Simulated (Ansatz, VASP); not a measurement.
# Al2Cu: VASP beside Ansatz

```
Al Cu
1.0
     4.08803    0.00000    0.01022
     0.00000    4.08803    0.00000
     0.00713    0.00000    2.85133
Al Cu
2 1
Direct
  0.50000 0.00000 0.50000
  0.00000 0.50000 0.50000
  0.00000 0.00000 0.00000
```

Change from the starting cell: strain +0.0050 x Voigt [0, 0, 0, 0, 1, 0], atoms carried along.

Alike in both runs: task single point; functional r2SCAN; k mesh 12 × 12 × 16; occupations gaussian, width 0.15 eV; no spin polarisation.

|  | VASP | Ansatz |
| --- | --- | --- |
| version | VASP 6.6.1 | Ansatz 0.2.0 |
| potentials or method | VASP PAW PBE potentials, release 64 (Al, Cu), cutoff 520 eV | scalar-relativistic, plane waves, PAW |
| valence electrons in the cell | 17 | 25 |

VASP gave:

* gap on the k mesh at the Fermi level (eV): none
* pressure (GPa): -0.1
* traceless stress, the component that is largest in VASP (GPa): -0.56

Problem. What did Ansatz give for the same quantities?

Solution. gap on the k mesh at the Fermi level (eV): none; pressure (GPa): 0.0; traceless stress, the component that is largest in VASP (GPa): -0.60.

VASP's potentials were made for PBE, not for r2SCAN. A gap of «none» marks a metal or a gap that the smearing closes. VASP's potentials hold 17 valence electrons a cell and Ansatz's 25, so a difference there can come from the potentials and not from the codes.
